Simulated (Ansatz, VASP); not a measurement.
PbS in VASP and in Ansatz

```
CELL_PARAMETERS angstrom
2.92193 -2.92437 0.00000
2.92193 2.92437 0.00000
-2.05549 0.00000 21.75335
ATOMIC_POSITIONS crystal
Pb 0.27788 0.26744 0.06430
Pb 0.73256 0.72212 0.93570
S 0.78421 0.75405 0.05563
S 0.24595 0.21579 0.94437
```

Alike in both runs: task single point; functional PBE; k mesh 6 × 6 × 2; occupations fermi-dirac, width 0.05 eV; no spin polarisation.

|  | VASP | Ansatz |
| --- | --- | --- |
| version | VASP 6.6.1 | Ansatz 0.2.0 |
| potentials or method | VASP PAW PBE potentials, release 64 (Pb_d, S) | Ansatz PAW |
| plane-wave cutoff (eV) | 520 | 420 |
| valence electrons in the cell | 40 | 40 |

VASP gave:

| Item | Value |
| --- | --- |
| gap on the k mesh at the Fermi level (eV) | 1.98 |
| least direct gap on the mesh (eV) | 2.11 |
| rms of the force components (eV/Å) | 0.314 |

Q: Estimate Ansatz's values.

A: gap on the k mesh at the Fermi level (eV): 1.98; least direct gap on the mesh (eV): 2.11; rms of the force components (eV/Å): 0.316.

Atom by atom the forces differ by 0.003 eV/Å (rms over components).

Neither program's run includes spin-orbit coupling.
